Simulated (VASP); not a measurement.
Input of a VASP 6.6.1 run:

File INCAR:

```
PREC = Accurate
ENCUT = 520
EDIFF = 1E-6
ISMEAR = 0
SIGMA = 0.1
LREAL = False
LASPH = True
NELM = 60
ALGO = Normal
ISIF = 2
LWAVE = False
LCHARG = False
GGA = PE
NBANDS = 24
```

The input KPOINTS:

```
regular mesh
0
Gamma
  6 6 4
```

The input POSCAR:

```
Al3N
1.0
    5.1946198642      0.0000000000      0.0000000000
   -2.5973099322      4.4986727654      0.0000000000
    0.0000000000      0.0000000000      4.6928055763
Al N
6 2
Direct
    0.3115000000      0.3115000000      0.2500000000
    0.0000000000      0.3115000000      0.7500000000
    0.6885000000      0.0000000000      0.2500000000
    0.6885000000      0.6885000000      0.7500000000
    0.0000000000      0.6885000000      0.2500000000
    0.3115000000      0.0000000000      0.7500000000
    0.0000000000      0.0000000000      0.0000000000
    0.0000000000      0.0000000000      0.5000000000
```

Potentials or basis: VASP PAW PBE potentials, release 64 (Al, N).

Launch:

```bash
$ cat potpaw_PBE.64/Al/POTCAR potpaw_PBE.64/N/POTCAR > POTCAR
$ mpirun -np 1 vasp_std > vasp.out
```

**Question.** What does it give for the pressure?

**Answer.** 3.6 GPa.

**Question.** What does it give for the band gap on the k mesh?

**Answer.** Zero (band 14 reaches 8.92 eV, above the bottom of band 15 at 7.41 eV).

**Question.** Predict the largest force.

**Answer.** 1.019 eV/Å.

Stress tensor (GPa, compression positive):
```
-8.48  0.00  0.00
 0.00 -8.48  0.00
 0.00  0.00 27.65
```

Caveat: forces of over 1 eV/Å act on the atoms, so gaps and moduli don't describe the material at rest.
